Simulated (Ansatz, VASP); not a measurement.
## P: VASP beside Ansatz

Contents of POSCAR:

```
P
1.0
    3.2837277200      0.0000000000      0.0000000000
    0.0000000000     34.8570309900      0.0000000000
    0.0000000000      0.0000000000      4.6320847100
P
4
Direct
    0.0000000000      0.9702614300      0.5921507200
    0.0000000000      0.0297385700      0.4078492800
    0.5000000000      0.0297385700      0.0921507200
    0.5000000000      0.9702614300      0.9078492800
```

File INCAR.step1:

```
SYSTEM = P
PREC = Accurate
ENCUT = 520
ISMEAR = 0
SIGMA = 0.05
LREAL = .FALSE.
LASPH = .TRUE.
NELM = 60
NBANDS = 18
GGA = PE
ALGO = Normal
EDIFF = 1E-4
LWAVE = .TRUE.
LCHARG = .FALSE.
```

The input INCAR.step2:

```
SYSTEM = P
PREC = Accurate
ENCUT = 520
EDIFF = 1E-6
ISMEAR = 0
SIGMA = 0.05
LREAL = .FALSE.
LASPH = .TRUE.
NELM = 60
ALGO = Normal
ISIF = 2
LWAVE = .FALSE.
LCHARG = .FALSE.
METAGGA = R2SCAN
LMIXTAU = .TRUE.
NBANDS = 18
ISTART = 1
```

File KPOINTS:

```
regular mesh
0
G
  8 1 6
  0 0 0
```

Input for Ansatz:

```yaml
crystal:
  lattice:
    - [3.28372772, 0.0, 0.0]
    - [0.0, 34.85703099, 0.0]
    - [0.0, 0.0, 4.63208471]
  atoms:
    - { symbol: P, position: [0.0, 0.97026143, 0.59215072] }
    - { symbol: P, position: [0.0, 0.02973857, 0.40784928] }
    - { symbol: P, position: [0.5, 0.02973857, 0.09215072] }
    - { symbol: P, position: [0.5, 0.97026143, 0.90784928] }
basis:
  ecutwfc: 500
kpoints:
  mp_grid: { grid: [8, 1, 6] }
hamiltonian:
  xc: r2scan
scf:
  occupations: { method: gaussian, width: 0.05 }
output:
  forces: true
  stress: true
  eigenvalues: true
  write_density: true
  write_potential: true
  elf: true
  volumetric_format: npy
```

Alike in both runs: task single point; functional r2SCAN; k mesh 8 × 1 × 6; occupations gaussian, width 0.05 eV; no spin polarisation.

```csv
,VASP,Ansatz
version,VASP 6.6.1,Ansatz 0.2.0
potentials or method,"VASP PAW PBE potentials, release 64 (P), cutoff 520 eV","scalar-relativistic, plane waves, PAW"
valence electrons in the cell,20,20
```

```csv
,VASP,Ansatz,Ansatz less VASP
gap on the k mesh at the Fermi level (eV),1.13,1.10,-0.028
least direct gap on the mesh (eV),1.13,1.10,-0.028
rms of the force components (eV/Å),0.004,0.060,+0.0564
```

VASP's potentials were made for PBE, not for r2SCAN. Atom by atom the forces differ by 0.058 eV/Å (rms over components). Ansatz's warnings: xc potential rough in thin density.
